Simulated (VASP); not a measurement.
# As (R-3m) in VASP: further runs

The runs below take As through single point, with r2SCAN.

Everything below comes from runs of VASP 6.6.1. Logs are shortened: lines on timing, memory, paths and dates and some standing lists are left out, and cuts for length are marked.

### 1 The cell of the first run

It takes space group R-3m (No. 166, trigonal). Conventional cell: a = 3.589 Å, b = 3.589 Å, c = 15.241 Å, α = 90.00°, β = 90.00°, γ = 120.00°. Within 3.3 Å of As (site symmetry 3m) lie 3 As at 2.48 Å.

### 2 Single point, r2SCAN

The input, POSCAR:

```
As
1.0
    1.7942939793      1.0359361119      5.0803418975
   -1.7942939793      1.0359361119      5.0803418975
    0.0000000000     -2.0718722239      5.0803418975
As
2
Direct
    0.7885552421      0.7885552421      0.7885552421
    0.2114447579      0.2114447579      0.2114447579
```

The input, INCAR.step1:

```
SYSTEM = As
PREC = Accurate ; ENCUT = 660
ISMEAR = 0 ; SIGMA = 0.02
LREAL = .FALSE. ; LASPH = .TRUE.
NELM = 120 ; NBANDS = 22
GGA = PE ; ALGO = Normal
EDIFF = 1E-5 ; LWAVE = .TRUE.
LCHARG = .FALSE. ; GGA_COMPAT = .FALSE.
```

The input, INCAR.step2:

```
SYSTEM = As
PREC = Accurate ; ENCUT = 660
EDIFF = 1E-6 ; ISMEAR = 0
SIGMA = 0.02 ; LREAL = .FALSE.
LASPH = .TRUE. ; NELM = 120
ALGO = Normal ; ISIF = 2
LWAVE = .FALSE. ; LCHARG = .FALSE.
METAGGA = R2SCAN ; LMIXTAU = .TRUE.
NBANDS = 22 ; ISTART = 1
GGA_COMPAT = .FALSE.
```

The input, KPOINTS:

```
regular mesh
0
G
  9 9 9
  0 0 0
```

Potentials or basis: VASP PAW PBE potentials, release 64 (As_d).

Run with:

```
$ cat potpaw_PBE.64/As_d/POTCAR > POTCAR
$ cp INCAR.step1 INCAR
$ mpirun -np 1 vasp_std > vasp.out
$ cp INCAR.step2 INCAR
$ mpirun -np 1 vasp_std > vasp.out
```

OUTCAR:

```text
SYSTEM = As
   PREC = Accurate
   ENCUT = 660
   EDIFF = 1E-6
   ISMEAR = 0
   LREAL = .FALSE.
   LASPH = .TRUE.
   NELM = 120
   ISIF = 2
   METAGGA = R2SCAN
   ISTART = 1

 ion  position               nearest neighbor table
   1  0.789  0.789  0.789-   2 2.48   2 2.48   2 2.48
   2  0.211  0.211  0.211-   1 2.48   1 2.48   1 2.48

  LATTYP: Found a trigonal (rhomboedric) cell.
 ALAT       =     5.4865771030
 COS(alpha) =     0.7860983070

  Lattice vectors:

 A1 = (   1.7942939793,   1.0359361119,   5.0803418975)
 A2 = (  -1.7942939793,   1.0359361119,   5.0803418975)
 A3 = (   0.0000000000,  -2.0718722239,   5.0803418975)

Analysis of symmetry for initial positions (statically):
=====================================================================
 Subroutine PRICEL returns:
 Original cell was already a primitive cell.

 Routine SETGRP: Setting up the symmetry group for a
 trigonal (rhombohedral) supercell.

 Subroutine GETGRP returns: Found 12 space group operations
 (whereof 12 operations were pure point group operations)
 out of a pool of 12 trial point group operations.

The static configuration has the point symmetry D_3d.

Analysis of symmetry for dynamics (positions and initial velocities):
=====================================================================
 Subroutine PRICEL returns:
 Original cell was already a primitive cell.

 Routine SETGRP: Setting up the symmetry group for a
 trigonal (rhombohedral) supercell.

 Subroutine GETGRP returns: Found 12 space group operations
 (whereof 12 operations were pure point group operations)
 out of a pool of 12 trial point group operations.

The dynamic configuration has the point symmetry D_3d.

 Subroutine INISYM returns: Found 12 space group operations
 (whereof 12 operations are pure point group operations),
 and found     1 'primitive' translations

----------------------------------------------------------------------------------------

                                     Primitive cell

  volume of cell :      56.6592

  direct lattice vectors                    reciprocal lattice vectors
     1.794293979  1.035936112  5.080341898     0.278661137  0.160885082  0.065612382
    -1.794293979  1.035936112  5.080341898    -0.278661137  0.160885082  0.065612382
     0.000000000 -2.071872224  5.080341898     0.000000000 -0.321770165  0.065612382

  length of vectors
     5.486577103  5.486577103  5.486577103     0.328391570  0.328391570  0.328391570

  position of ions in fractional coordinates (direct lattice)
     0.788555242  0.788555242  0.788555242
     0.211444758  0.211444758  0.211444758

  ion indices of the primitive-cell ions
   primitive index   ion index
                 1           1
                 2           2

----------------------------------------------------------------------------------------

 KPOINTS: regular mesh

Automatic generation of k-mesh.
 Grid dimensions read from file:
 generate k-points for:    9    9    9

 Generating k-lattice:

  Cartesian coordinates                     Fractional coordinates (reciprocal lattice)
     0.030962349  0.017876120  0.007290265     0.111111111  0.000000000  0.000000000
    -0.030962349  0.017876120  0.007290265     0.000000000  0.111111111  0.000000000
     0.000000000 -0.035752241  0.007290265    -0.000000000 -0.000000000  0.111111111

  Length of vectors
     0.036487952  0.036487952  0.036487952

  Shift w.r.t. Gamma in fractional coordinates (k-lattice)
     0.000000000  0.000000000  0.000000000

 Subroutine IBZKPT returns following result:
 ===========================================

 Found     85 irreducible k-points:

 Following reciprocal coordinates:
            Coordinates               Weight
  0.000000  0.000000  0.000000      1.000000
  0.111111  0.000000  0.000000      6.000000
  0.222222  0.000000  0.000000      6.000000
  0.333333  0.000000  0.000000      6.000000
  0.444444  0.000000  0.000000      6.000000
  0.111111  0.111111  0.000000      6.000000
[... 16 lines left out ...]
 -0.333333  0.333333  0.000000      6.000000
  0.444444  0.444444  0.000000      6.000000
 [... further k-points ...]
   k-points           NKPTS =     85   k-points in BZ     NKDIM =     85   number of bands    NBANDS=     22
   number of dos      NEDOS =    301   number of ions     NIONS =      2
   total plane-waves  NPLWV = 110592
   dimension x,y,z NGX =    48 NGY =   48 NGZ =   48
   dimension x,y,z NGXF=    96 NGYF=   96 NGZF=   96
   ions per type =               2
   NGX,Y,Z   is equivalent  to a cutoff of  14.54, 14.54, 14.54 a.u.
   NGXF,Y,Z  is equivalent  to a cutoff of  29.09, 29.09, 29.09 a.u.
 SYSTEM =  As
   PREC   = accura    normal or accurate (medium, high low for compatibility)
   ISTART =      1    job   : 0-new  1-cont  2-samecut
   ICHARG =      0    charge: 1-file 2-atom 10-const
   ISPIN  =      1    spin polarized calculation?
   LNONCOLLINEAR =      F non collinear calculations
   LSORBIT =      F    spin-orbit coupling
   LASPH  =      T    aspherical Exc in radial PAW
   ENCUT  =  660.0 eV  48.51 Ry    6.96 a.u.  11.49 11.49 11.49*2*pi/ulx,y,z
   NELM   =    120;   NELMIN=  2; NELMDL=  0     # of ELM steps
   EDIFF  = 0.1E-05   stopping-criterion for ELM
   LREAL  =      F    real-space projection
   EDIFFG = 0.1E-04   stopping-criterion for IOM
   NSW    =      0    number of steps for IOM
   IBRION =     -1    ionic relax: 0-MD 1-quasi-New 2-CG
   NFREE  =      0    steps in history (QN), initial steepest desc. (CG)
   ISIF   =      2    stress and relaxation
   ISYM   =      2    0-nonsym 1-usesym 2-fastsym
   POTIM  = 0.5000    time-step for ionic-motion
   TEBEG  =    0.0;   TEEND  =   0.0 temperature during run
   PSTRESS=    0.0 pullay stress
   NELECT =      30.0000    total number of electrons
   NUPDOWN=      -1.0000    fix difference up-down
   EMIN   =  10.00;   EMAX   =-10.00  energy-range for DOS
   EFERMI =   0.00;   METHOD = LEGACY
   ISMEAR =     0;   SIGMA  =   0.02  broadening in eV -4-tet -1-fermi 0-gaus
   EFERMI_NEDOS =   21; number of points for ismear=-14 and -15
   IALGO  =     38    algorithm
   IMIX   =      4    mixing-type and parameters
     AMIX     =   0.40;   BMIX     =  1.00
     AMIX_MAG =   1.60;   BMIX_MAG =  1.00
  volume/ion in A,a.u.               =      28.33       191.18
  Fermi-wavevector in a.u.,A,eV,Ry     =   1.324418  2.502787 23.865740  1.754082
  Thomas-Fermi vector in A             =   2.453954
   LORBIT       =      0    0 simple, 1 ext, 2 COOP (PROOUT), +10 PAW based schemes
   METAGGA = R2SCAN    functional components
   LHFCALC =     F    Hartree Fock is set to
   AEXX    =    0.0000 exact exchange contribution
   IVDW    =     0    specifies the selected vdW correction
   LEPSILON=     F    determine dielectric tensor
   LRPA    =     F    only Hartree local field effects (RPA)
 non-spin polarized calculation
 Gauss-broadening in eV      SIGMA  =   0.02
  energy-cutoff  :      660.00
  volume of cell :       56.66
 maximum number of plane-waves:      2223
 NGX is ok and might be reduce to    48
   NGX = 23   NGY = 23   NGZ = 23

 number of electron      29.9999996 magnetization

 Free energy of the ion-electron system (eV)
  ---------------------------------------------------
  ext. energy  EPLUGINS =         0.00000000
  ---------------------------------------------------
  free energy    TOTEN  =       -29.48579573 eV

  energy without entropy =      -29.48579573  energy(sigma->0) =      -29.48579573

 E-fermi :   1.4929     XC(G=0):  -9.6992

 val. band max:        1.3147353646   @ k =  -0.4444   0.4444   0.4444
 cond. band min:       1.9738142232   @ k =   0.3333   0.0000   0.0000
 fundamental gap:      0.6590788586
 Fermi energy:         1.4929332392

 k-point     1 :       0.0000    0.0000    0.0000
  band No.  band energies     occupation
      1     -35.4123      2.00000
      2     -35.4123      2.00000
      3     -35.3650      2.00000
      4     -35.3650      2.00000
      5     -35.3087      2.00000
      6     -35.2806      2.00000
[... 14 lines left out ...]
     21      11.0896      0.00000
     22      11.4640      0.00000

 k-point     2 :       0.1111    0.0000    0.0000
  band No.  band energies     occupation
      1     -35.4120      2.00000
      2     -35.4084      2.00000
      3     -35.3639      2.00000
      4     -35.3618      2.00000
      5     -35.3085      2.00000
      6     -35.2827      2.00000
[... 14 lines left out ...]
     21      10.9046      0.00000
     22      11.4782      0.00000

 k-point     3 :       0.2222    0.0000    0.0000
  band No.  band energies     occupation
      1     -35.4109      2.00000
      2     -35.3978      2.00000
      3     -35.3605      2.00000
      4     -35.3530      2.00000
      5     -35.3078      2.00000
      6     -35.2889      2.00000
[... 14 lines left out ...]
     21      11.3276      0.00000
     22      12.6172      0.00000

 k-point     4 :       0.3333    0.0000    0.0000
  band No.  band energies     occupation
      1     -35.4095      2.00000
      2     -35.3851      2.00000
      3     -35.3525      2.00000
      4     -35.3406      2.00000
      5     -35.3080      2.00000
      6     -35.2985      2.00000
[... 14 lines left out ...]
     21      11.9454      0.00000
     22      12.8974      0.00000

 k-point     5 :       0.4444    0.0000    0.0000
  band No.  band energies     occupation
      1     -35.4085      2.00000
      2     -35.3780      2.00000
      3     -35.3365      2.00000
      4     -35.3272      2.00000
      5     -35.3159      2.00000
      6     -35.3100      2.00000
[... 417 lines left out ...]
 k-point    22 :      -0.4444    0.3333    0.0000
  band No.  band energies     occupation
      1     -35.4102      2.00000
      2     -35.3620      2.00000
      3     -35.3427      2.00000
      4     -35.3242      2.00000
      5     -35.3201      2.00000
      6     -35.3074      2.00000
[... 14 lines left out ...]
     21      11.1532      0.00000
     22      12.6517      0.00000

 k-point    23 :      -0.3333    0.3333    0.0000
  band No.  band energies     occupation
      1     -35.4104      2.00000
      2     -35.3472      2.00000
      3     -35.3472      2.00000
      4     -35.3320      2.00000
      5     -35.3085      2.00000
      6     -35.3083      2.00000
[... 14 lines left out ...]
     21      11.1603      0.00000
     22      11.2097      0.00000

 k-point    24 :       0.4444    0.4444    0.0000
  band No.  band energies     occupation
      1     -35.4086      2.00000
      2     -35.3781      2.00000
      3     -35.3364      2.00000
      4     -35.3272      2.00000
      5     -35.3158      2.00000
      6     -35.3101      2.00000
[... 14 lines left out ...]
     21      11.1967      0.00000
     22      13.3174      0.00000

 [... further k-points ...]

------------------------ aborting loop because EDIFF is reached ----------------------------------------

  FORCE on cell =-STRESS in cart. coord.  units (eV):
  Direction    XX          YY          ZZ          XY          YZ          ZX
  --------------------------------------------------------------------------------------
  -------------------------------------------------------------------------------------
  Total        0.0318947      0.0318947      0.0498531      0.0000000     -0.0000000     -0.0000000
  in kB        0.9019012      0.9019012      1.4097181      0.0000000     -0.0000000     -0.0000000
  external PRESSURE =       1.0711735 kB  Pullay stress =       0.0000000 kB

 VOLUME and BASIS-vectors are now :
 -----------------------------------------------------------------------------
  energy-cutoff  :      660.00
  volume of cell :       56.66
      direct lattice vectors                 reciprocal lattice vectors
     1.794293979  1.035936112  5.080341898     0.278661137  0.160885082  0.065612382
    -1.794293979  1.035936112  5.080341898    -0.278661137  0.160885082  0.065612382
     0.000000000 -2.071872224  5.080341898     0.000000000 -0.321770165  0.065612382

 POSITION                                       TOTAL-FORCE (eV/Angst)
 -----------------------------------------------------------------------------------
      0.00000     -0.00000     12.01839         0.000000      0.000000     -0.039837
      0.00000     -0.00000      3.22263         0.000000     -0.000000      0.039837
 -----------------------------------------------------------------------------------
    total drift:                                0.000000     -0.000000      0.000000

  FREE ENERGIE OF THE ION-ELECTRON SYSTEM (eV)
  ---------------------------------------------------
  free  energy   TOTEN  =       -29.4857957266 eV

  energy  without entropy=      -29.4857957266  energy(sigma->0) =      -29.48579573
```

Wall time 12 min (1 thread of Intel Xeon Platinum 8259CL at 2.50GHz (Skylake/Cascade Lake), shared host); peak memory 0.41 GiB.

What came out:

* Free energy: -29.4858 eV
* Pressure: 0.1 GPa
* Largest force: 0.040 eV/Å
* Band gap on the k mesh: 0.66 eV (least direct gap 1.39 eV)

Forces on the atoms (eV/Å):
```
As   0.000  0.000 -0.040
As   0.000  0.000  0.040
```

Caveat: the PAW data sets were made with another functional, which shifts forces and pressure a little; an odd mesh through Γ misses points on the zone boundary, where band edges can lie.

### 3 Single point, r2SCAN (30.03 Å³/atom)

This run uses another cell than the first one, of 30.03 Å³/atom.

The input, POSCAR:

```
As
1.0
    1.7941121457      1.0358311303      5.3862540408
   -1.7941121457      1.0358311303      5.3862540408
    0.0000000000     -2.0716622606      5.3862540408
As
2
Direct
    0.7910347040      0.7910347040      0.7910347040
    0.2089652960      0.2089652960      0.2089652960
```

The input, INCAR.step1:

```
  PREC = Accurate
  ENCUT = 660
  ISMEAR = 0
  SIGMA = 0.02
  LREAL = F
  LASPH = T
  NELM = 120
  NBANDS = 22
  GGA = PE
  ALGO = Normal
  EDIFF = 1E-5
  LWAVE = T
  LCHARG = F
  GGA_COMPAT = F
```

The input, INCAR.step2:

```
  PREC = Accurate
  ENCUT = 660
  EDIFF = 1E-6
  ISMEAR = 0
  SIGMA = 0.02
  LREAL = F
  LASPH = T
  NELM = 120
  ALGO = Normal
  ISIF = 2
  LWAVE = F
  LCHARG = F
  METAGGA = R2SCAN
  LMIXTAU = T
  NBANDS = 22
  ISTART = 1
  GGA_COMPAT = F
```

The input, KPOINTS:

```
Automatic mesh
0
Gamma
  9 9 9
```

Potentials or basis: VASP PAW PBE potentials, release 64 (As_d).

Run with:

```
$ cat potpaw_PBE.64/As_d/POTCAR > POTCAR
$ cp INCAR.step1 INCAR
$ mpirun -np 1 vasp_std > vasp.out
$ cp INCAR.step2 INCAR
$ mpirun -np 1 vasp_std > vasp.out
```

It took 17 min on 1 thread of AMD EPYC 7R13 (Zen 3), shared host; peak memory 0.39 GiB.

It converged, with:

```
Free energy            : -29.4833 eV
Pressure               : -0.2 GPa
Largest force          : 0.035 eV/Å
Band gap on the k mesh : 1.04 eV (least direct gap 1.71 eV)
```

Forces on the atoms (eV/Å):
```
As   0.000  0.000 -0.035
As   0.000  0.000  0.035
```

Levels at points of the mesh, in eV from the valence-band top:
| k point | band 12 | band 13 | band 14 | band 15 | band 16 | band 17 | band 18 | band 19 |
| --- | --- | --- | --- | --- | --- | --- | --- | --- |
| (0.00, 0.00, 0.00) | -7.57 | -1.74 | -0.56 | -0.56 | 2.22 | 3.31 | 3.31 | 8.30 |

Caveat: the PAW data sets were made with another functional, which shifts forces and pressure a little; an odd mesh through Γ misses points on the zone boundary, where band edges can lie.
